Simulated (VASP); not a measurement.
## Pb: single point with r2SCAN

Pb:

```
Pb
1.0
     0.00000    2.49464    2.49464
     2.49464    0.00000    2.49464
     2.49464    2.49464    0.00000
Pb
1
Direct
  0.00000 0.00000 0.00000
```

- Program: VASP 6.6.1
- Task: single point
- Functional: r2SCAN
- Potentials or basis: VASP PAW PBE potentials, release 64 (Pb_d)
- Cutoff: 520 eV
- k mesh: 11 × 11 × 11
- Occupations: fermi-dirac, width 0.01 eV
- Spin: no spin polarisation
- Dipole correction: no
- Further INCAR settings: ALGO = Normal; EDIFF = 1e-06; NBANDS = 13

```json
{"Pressure": "0.0 GPa", "Band gap on the k mesh": "zero (band 7 reaches 14.50 eV, above the bottom of band 8 at 5.53 eV)"}
```

Levels at points of the mesh, in eV from the Fermi level:
```csv
k point,band 5,band 6,band 7,band 8,band 9,band 10
"(0.00, 0.00, 0.00)",-17.62,-12.18,7.49,7.49,7.49,10.35
```

Wall time 58 s on 1 thread of Intel(R) Xeon(R) Platinum 8488C (Sapphire Rapids), with other jobs on the host, peak memory 0.17 GiB.

Caveat: the PAW data sets were made with another functional, which shifts forces and pressure a little; spin-orbit coupling is left out, which moves the levels of the heavy elements.
